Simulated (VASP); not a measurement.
BaTa3O2, 6 atoms in the cell. The structure is hexagonal, space group P6/mmm (No. 191). Conventional cell: a = 6.879 Å, b = 6.879 Å, c = 3.000 Å, α = 90.00°, β = 90.00°, γ = 120.00°. Ba (site symmetry 6/mmm) has 2 Ba at 3.00 Å and 12 Ta at 3.75 Å within 4.0 Å. Within 2.6 Å of Ta (site symmetry mmm) lie 2 O at 1.99 Å. O (site symmetry -6m2) has 3 Ta at 1.99 Å within 2.6 Å. The cell was built from a structure type or drawn by symmetry, and may not be a known phase.

| Property | Result |
| --- | --- |
| Program | VASP 6.6.1 |
| Task | single point |
| Functional | PBE |
| Potentials or basis | VASP PAW PBE potentials, release 64 (Ba_sv, Ta_pv, O) |
| Cutoff | 520 eV |
| k mesh | 6 × 6 × 12 |
| Occupations | gaussian, width 0.1 eV |
| Spin | no spin polarisation |
| Dipole correction | no |
| Further INCAR settings | ALGO = Normal; EDIFF = 1e-06; NBANDS = 36 |

Potentials or basis: VASP PAW PBE potentials, release 64 (Ba_sv, Ta_pv, O).

The run is started by

```sh
$ cat potpaw_PBE.64/Ba_sv/POTCAR potpaw_PBE.64/Ta_pv/POTCAR potpaw_PBE.64/O/POTCAR > POTCAR
$ mpirun -np 1 vasp_std > vasp.out
```

Hardware: 1 thread of Intel Xeon 8259CL, with other jobs on the host.

**Question.** How long does it take, and how much memory?

**Answer.** Run time: 4.9 min on 1 thread of Intel Xeon 8259CL, with other jobs on the host, peak memory 0.38 GiB. Counts: scf iterations 14, k points 49.
